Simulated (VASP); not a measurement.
# SiC (P6_3mc) in VASP: further runs

Aim: see how the results for SiC move with the level of theory and the settings. Levels: r2SCAN+D4, PBE-based screened hybrid with 25 % exact exchange. Tasks: single point.

All numbers are computed with VASP 6.6.1; they aren't measurements. Logs are shortened: lines on timing, memory, paths and dates and some standing lists are left out, and cuts for length are marked.

## Step 1: The cell of the first run

Symmetry: P6_3mc, No. 186, hexagonal system. The conventional cell has a = 3.096 Å, b = 3.096 Å, c = 5.081 Å, α = 90.00°, β = 90.00°, γ = 120.00°. Within 2.5 Å of Si (site symmetry 3m) lie 4 C at 1.88 to 1.96 Å. Within 2.5 Å of C (site symmetry 3m) lie 4 Si at 1.88 to 1.96 Å.

## Step 2: Single point, r2SCAN+D4

File POSCAR:

```
SiC
1.0
    3.0963714546      0.0000000000      0.0000000000
   -1.5481857273      2.6815363392      0.0000000000
    0.0000000000      0.0000000000      5.0814314379
Si C
2 2
Direct
    0.6666666667      0.3333333333      0.5000000000
    0.3333333333      0.6666666667      0.0000000000
    0.6666666667      0.3333333333      0.8850000000
    0.3333333333      0.6666666667      0.3850000000
```

File INCAR.step1:

```
SYSTEM = SiC
ALGO = Normal ; EDIFF = 1E-4
ENCUT = 520 ; GGA = PE
ISMEAR = -1 ; LASPH = .TRUE.
LCHARG = .FALSE. ; LREAL = .FALSE.
LWAVE = .TRUE. ; NBANDS = 16
NELM = 60 ; PREC = Accurate
SIGMA = 0.05
```

File INCAR.step2:

```
SYSTEM = SiC
ALGO = Normal ; EDIFF = 1E-6
ENCUT = 520 ; ISIF = 2
ISMEAR = -1 ; ISTART = 1
IVDW = 13 ; LASPH = .TRUE.
LCHARG = .TRUE. ; LELF = .TRUE.
LMIXTAU = .TRUE. ; LREAL = .FALSE.
LVHAR = .TRUE. ; LWAVE = .FALSE.
METAGGA = R2SCAN ; NBANDS = 16
NELM = 60 ; PREC = Accurate
SIGMA = 0.05 ; VDW_A1 = 0.51559235
VDW_A2 = 5.77342911 ; VDW_S6 = 1.0
VDW_S8 = 0.6018749
```

File KPOINTS:

```
k-points
0
G
  10 10 5
  0 0 0
```

Potentials or basis: VASP PAW PBE potentials, release 64 (Si, C).

Command:

```bash
$ cat potpaw_PBE.64/Si/POTCAR potpaw_PBE.64/C/POTCAR > POTCAR
$ cp INCAR.step1 INCAR
$ mpirun -np 1 vasp_std > vasp.out
$ cp INCAR.step2 INCAR
$ mpirun -np 1 vasp_std > vasp.out
```

OUTCAR:

```text
SYSTEM = SiC
   EDIFF = 1E-6
   ENCUT = 520
   ISIF = 2
   ISMEAR = -1
   ISTART = 1
   IVDW = 13
   LASPH = .TRUE.
   LREAL = .FALSE.
   METAGGA = R2SCAN
   NELM = 60
   PREC = Accurate

 ion  position               nearest neighbor table
   1  0.667  0.333  0.500-   4 1.88   4 1.88   4 1.88   3 1.96   2 3.11   2 3.11   2 3.11   2 3.11
                             2 3.11   2 3.11
   2  0.333  0.667  0.000-   3 1.88   3 1.88   3 1.88   4 1.96   1 3.11   1 3.11   1 3.11   1 3.11
                             1 3.11   1 3.11
   3  0.667  0.333  0.885-   2 1.88   2 1.88   2 1.88   1 1.96
   4  0.333  0.667  0.385-   1 1.88   1 1.88   1 1.88   2 1.96

  LATTYP: Found a hexagonal cell.
 ALAT       =     3.0963714546
 C/A-ratio  =     1.6410923277

  Lattice vectors:

 A1 = (   3.0963714546,   0.0000000000,   0.0000000000)
 A2 = (  -1.5481857273,   2.6815363392,   0.0000000000)
 A3 = (   0.0000000000,   0.0000000000,   5.0814314379)

Analysis of symmetry for initial positions (statically):
=====================================================================
 Subroutine PRICEL returns:
 Original cell was already a primitive cell.

 Routine SETGRP: Setting up the symmetry group for a
 hexagonal supercell.

 Subroutine GETGRP returns: Found 12 space group operations
 (whereof  6 operations were pure point group operations)
 out of a pool of 24 trial point group operations.

The static configuration has the point symmetry C_3v.
 The point group associated with its full space group is C_6v.

Analysis of symmetry for dynamics (positions and initial velocities):
=====================================================================
 Subroutine PRICEL returns:
 Original cell was already a primitive cell.

 Routine SETGRP: Setting up the symmetry group for a
 hexagonal supercell.

 Subroutine GETGRP returns: Found 12 space group operations
 (whereof  6 operations were pure point group operations)
 out of a pool of 24 trial point group operations.

The dynamic configuration has the point symmetry C_3v.
 The point group associated with its full space group is C_6v.

 Subroutine INISYM returns: Found 12 space group operations
 (whereof  6 operations are pure point group operations),
 and found     1 'primitive' translations

----------------------------------------------------------------------------------------

                                     Primitive cell

  volume of cell :      42.1913

  direct lattice vectors                    reciprocal lattice vectors
     3.096371455  0.000000000  0.000000000     0.322958668  0.186460274  0.000000000
    -1.548185727  2.681536339  0.000000000     0.000000000  0.372920548  0.000000000
     0.000000000  0.000000000  5.081431438     0.000000000  0.000000000  0.196794941

  length of vectors
     3.096371455  3.096371455  5.081431438     0.372920548  0.372920548  0.196794941

  position of ions in fractional coordinates (direct lattice)
     0.666666667  0.333333333  0.500000000
     0.333333333  0.666666667  0.000000000
     0.666666667  0.333333333  0.885000000
     0.333333333  0.666666667  0.385000000

  ion indices of the primitive-cell ions
   primitive index   ion index
                 1           1
                 2           2
                 3           3
                 4           4

----------------------------------------------------------------------------------------

 KPOINTS: k-points

Automatic generation of k-mesh.
 Grid dimensions read from file:
 generate k-points for:   10   10    5

 Generating k-lattice:

  Cartesian coordinates                     Fractional coordinates (reciprocal lattice)
     0.032295867  0.018646027  0.000000000     0.100000000 -0.000000000  0.000000000
     0.000000000  0.037292055  0.000000000     0.000000000  0.100000000  0.000000000
     0.000000000  0.000000000  0.039358988     0.000000000  0.000000000  0.200000000

  Length of vectors
     0.037292055  0.037292055  0.039358988

  Shift w.r.t. Gamma in fractional coordinates (k-lattice)
     0.000000000  0.000000000  0.000000000

 Subroutine IBZKPT returns following result:
 ===========================================

 Found     42 irreducible k-points:

 Following reciprocal coordinates:
            Coordinates               Weight
  0.000000  0.000000  0.000000      1.000000
  0.100000  0.000000  0.000000      6.000000
  0.200000  0.000000  0.000000      6.000000
  0.300000  0.000000  0.000000      6.000000
  0.400000  0.000000  0.000000      6.000000
  0.500000  0.000000  0.000000      3.000000
[... 16 lines left out ...]
  0.300000  0.100000  0.200000     24.000000
  0.400000  0.100000  0.200000     24.000000
 [... further k-points ...]
   k-points           NKPTS =     42   k-points in BZ     NKDIM =     42   number of bands    NBANDS=     16
   number of dos      NEDOS =    301   number of ions     NIONS =      4
   total plane-waves  NPLWV =  23040
   dimension x,y,z NGX =    24 NGY =   24 NGZ =   40
   dimension x,y,z NGXF=    48 NGYF=   48 NGZF=   80
   ions per type =               2   2
   NGX,Y,Z   is equivalent  to a cutoff of  12.89, 12.89, 13.09 a.u.
   NGXF,Y,Z  is equivalent  to a cutoff of  25.77, 25.77, 26.17 a.u.
 SYSTEM =  SiC
   PREC   = accura    normal or accurate (medium, high low for compatibility)
   ISTART =      1    job   : 0-new  1-cont  2-samecut
   ICHARG =      0    charge: 1-file 2-atom 10-const
   ISPIN  =      1    spin polarized calculation?
   LNONCOLLINEAR =      F non collinear calculations
   LSORBIT =      F    spin-orbit coupling
   LASPH  =      T    aspherical Exc in radial PAW
   ENCUT  =  520.0 eV  38.22 Ry    6.18 a.u.   5.76  5.76  9.45*2*pi/ulx,y,z
   NELM   =     60;   NELMIN=  2; NELMDL=  0     # of ELM steps
   EDIFF  = 0.1E-05   stopping-criterion for ELM
   LREAL  =      F    real-space projection
   EDIFFG = 0.1E-04   stopping-criterion for IOM
   NSW    =      0    number of steps for IOM
   IBRION =     -1    ionic relax: 0-MD 1-quasi-New 2-CG
   NFREE  =      0    steps in history (QN), initial steepest desc. (CG)
   ISIF   =      2    stress and relaxation
   ISYM   =      2    0-nonsym 1-usesym 2-fastsym
   POTIM  = 0.5000    time-step for ionic-motion
   TEBEG  =    0.0;   TEEND  =   0.0 temperature during run
   PSTRESS=    0.0 pullay stress
   NELECT =      16.0000    total number of electrons
   NUPDOWN=      -1.0000    fix difference up-down
   EMIN   =  10.00;   EMAX   =-10.00  energy-range for DOS
   EFERMI =   0.00;   METHOD = LEGACY
   ISMEAR =    -1;   SIGMA  =   0.05  broadening in eV -4-tet -1-fermi 0-gaus
   EFERMI_NEDOS =   21; number of points for ismear=-14 and -15
   IALGO  =     38    algorithm
   IMIX   =      4    mixing-type and parameters
     AMIX     =   0.40;   BMIX     =  1.00
     AMIX_MAG =   1.60;   BMIX_MAG =  1.00
  volume/ion in A,a.u.               =      10.55        71.18
  Fermi-wavevector in a.u.,A,eV,Ry     =   1.184970  2.239268 19.104662  1.404153
  Thomas-Fermi vector in A             =   2.321173
   LORBIT       =      0    0 simple, 1 ext, 2 COOP (PROOUT), +10 PAW based schemes
   METAGGA = R2SCAN    functional components
   LHFCALC =     F    Hartree Fock is set to
   AEXX    =    0.0000 exact exchange contribution
   IVDW    =    13    specifies the selected vdW correction
   LEPSILON=     F    determine dielectric tensor
   LRPA    =     F    only Hartree local field effects (RPA)
 non-spin polarized calculation
  energy-cutoff  :      520.00
  volume of cell :       42.19
 maximum number of plane-waves:      1148
 NGX is ok and might be reduce to    24
   NGX = 11   NGY = 11   NGZ = 19

 number of electron      16.0000001 magnetization

 Free energy of the ion-electron system (eV)
  ---------------------------------------------------
  ext. energy  EPLUGINS =         0.00000000
  ---------------------------------------------------
  free energy    TOTEN  =       -38.58969843 eV

  energy without entropy =      -38.58969843  energy(sigma->0) =      -38.58969843

 E-fermi :   9.0594     XC(G=0): -11.8376

 val. band max:        8.0836465721   @ k =   0.0000   0.0000   0.0000
 cond. band min:      10.9694795793   @ k =   0.3000   0.3000   0.0000
 fundamental gap:      2.8858330073
 Fermi energy:         9.0593715871

 k-point     1 :       0.0000    0.0000    0.0000
  band No.  band energies     occupation
      1      -8.2788      2.00000
      2      -4.7877      2.00000
      3      -0.7956      2.00000
      4       6.4469      2.00000
      5       6.4469      2.00000
      6       7.7857      2.00000
[... 8 lines left out ...]
     15      17.2419      0.00000
     16      19.9839      0.00000

 k-point     2 :       0.1000    0.0000    0.0000
  band No.  band energies     occupation
      1      -8.1018      2.00000
      2      -4.6375      2.00000
      3      -0.6323      2.00000
      4       5.4980      2.00000
      5       6.1523      2.00000
      6       7.1196      2.00000
[... 8 lines left out ...]
     15      17.7128      0.00000
     16      18.7022      0.00000

 k-point     3 :       0.2000    0.0000    0.0000
  band No.  band energies     occupation
      1      -7.5782      2.00000
      2      -4.2089      2.00000
      3      -0.1667      2.00000
      4       3.5871      2.00000
      5       5.5372      2.00000
      6       5.5896      2.00000
[... 8 lines left out ...]
     15      18.0812      0.00000
     16      18.6462      0.00000

 k-point     4 :       0.3000    0.0000    0.0000
  band No.  band energies     occupation
      1      -6.7382      2.00000
      2      -3.6055      2.00000
      3       0.3908      2.00000
      4       1.8381      2.00000
      5       3.8269      2.00000
      6       4.9452      2.00000
[... 8 lines left out ...]
     15      19.0189      0.00000
     16      20.1059      0.00000

 k-point     5 :       0.4000    0.0000    0.0000
  band No.  band energies     occupation
      1      -5.6793      2.00000
      2      -3.2271      2.00000
      3      -0.0670      2.00000
      4       1.8747      2.00000
      5       2.2654      2.00000
      6       4.5450      2.00000
[... 8 lines left out ...]
     15      19.5490      0.00000
     16      20.7542      0.00000

 k-point     6 :       0.5000    0.0000    0.0000
  band No.  band energies     occupation
      1      -4.9402      2.00000
      2      -3.4620      2.00000
      3      -0.1676      2.00000
      4       1.3099      2.00000
      5       2.5268      2.00000
      6       4.4055      2.00000
[... 8 lines left out ...]
     15      18.9315      0.00000
     16      21.1311      0.00000
[... 267 lines left out ...]
 k-point    21 :       0.1000    0.1000    0.2000
  band No.  band energies     occupation
      1      -7.5555      2.00000
      2      -4.9844      2.00000
      3       0.6099      2.00000
      4       4.4660      2.00000
      5       5.3198      2.00000
      6       5.9543      2.00000
[... 8 lines left out ...]
     15      18.3720      0.00000
     16      18.9666      0.00000

 k-point    22 :       0.2000    0.1000    0.2000
  band No.  band energies     occupation
      1      -6.8759      2.00000
      2      -4.4043      2.00000
      3       0.9375      2.00000
      4       2.9659      2.00000
      5       3.9546      2.00000
      6       4.9544      2.00000
[... 8 lines left out ...]
     15      18.7575      0.00000
     16      19.4535      0.00000

 k-point    23 :       0.3000    0.1000    0.2000
  band No.  band energies     occupation
      1      -5.9208      2.00000
      2      -3.7093      2.00000
      3       0.3294      2.00000
      4       2.3016      2.00000
      5       2.7553      2.00000
      6       4.2229      2.00000
[... 8 lines left out ...]
     15      19.5748      0.00000
     16      20.3007      0.00000

 k-point    24 :       0.4000    0.1000    0.2000
  band No.  band energies     occupation
      1      -4.9043      2.00000
      2      -3.4208      2.00000
      3      -0.4154      2.00000
      4       1.0409      2.00000
      5       3.2052      2.00000
      6       4.0380      2.00000
[... 8 lines left out ...]
     15      20.1512      0.00000
     16      21.5114      0.00000

 [... further k-points ...]

------------------------ aborting loop because EDIFF is reached ----------------------------------------

  DFT-D4 for vdW energy calculation

  Edisp (eV):   -0.48522

  FORCE on cell =-STRESS in cart. coord.  units (eV):
  Direction    XX          YY          ZZ          XY          YZ          ZX
  --------------------------------------------------------------------------------------
  -------------------------------------------------------------------------------------
  Total      -1.23651    -1.23651    -2.07981     0.00000     0.00000     0.00000
  in kB     -46.95544   -46.95544   -78.97912     0.00000     0.00000     0.00000
  external pressure =      -57.63 kB  Pullay stress =        0.00 kB

 VOLUME and BASIS-vectors are now :
 -----------------------------------------------------------------------------
  energy-cutoff  :      520.00
  volume of cell :       42.19
      direct lattice vectors                 reciprocal lattice vectors
     3.096371455  0.000000000  0.000000000     0.322958668  0.186460274  0.000000000
    -1.548185727  2.681536339  0.000000000     0.000000000  0.372920548  0.000000000
     0.000000000  0.000000000  5.081431438     0.000000000  0.000000000  0.196794941

 POSITION                                       TOTAL-FORCE (eV/Angst)
 -----------------------------------------------------------------------------------
      1.54819      0.89385      2.54072        -0.000000      0.000000      0.734424
     -0.00000      1.78769      0.00000         0.000000     -0.000000      0.734424
      1.54819      0.89385      4.49707        -0.000000     -0.000000     -0.734424
     -0.00000      1.78769      1.95635        -0.000000      0.000000     -0.734424
 -----------------------------------------------------------------------------------
    total drift:                               -0.000000     -0.000000      0.001366

  FREE ENERGIE OF THE ION-ELECTRON SYSTEM (eV)
  ---------------------------------------------------
  free  energy   TOTEN  =       -39.0749187329 eV

  energy  without entropy=      -39.0749187329  energy(sigma->0) =      -39.07491873
```

Run time: 2.3 min. Hardware: 1 thread of Intel Xeon 8259CL, shared host; peak memory 0.17 GiB.

Results:

| Item | Value |
| --- | --- |
| Free energy | -39.0749 eV |
| Pressure | -5.8 GPa |
| Largest force | 0.734 eV/Å |
| Band gap on the k mesh | 2.89 eV (least direct gap 4.54 eV) |
| Dispersion energy per atom | -0.121 eV |

Forces on the atoms (eV/Å):
```
Si   0.000  0.000  0.734
Si   0.000  0.000  0.734
C    0.000  0.000 -0.734
C    0.000  0.000 -0.734
```

Levels at points of the mesh, in eV from the valence-band top:
| k point | band 5 | band 6 | band 7 | band 8 | band 9 | band 10 | band 11 | band 12 |
| --- | --- | --- | --- | --- | --- | --- | --- | --- |
| (0.00, 0.00, 0.00) | -1.64 | -0.30 | -0.30 | 0.00 | 5.00 | 6.35 | 6.89 | 6.89 |
| (0.50, 0.00, 0.00) | -5.56 | -3.68 | -3.28 | -1.56 | 2.98 | 4.60 | 7.15 | 7.63 |

Caveat: the cell stands under tension; the PAW data sets were made with another functional, which shifts forces and pressure a little; an odd mesh through Γ misses points on the zone boundary, where band edges can lie.

(Part 1 of 3 ends here.)
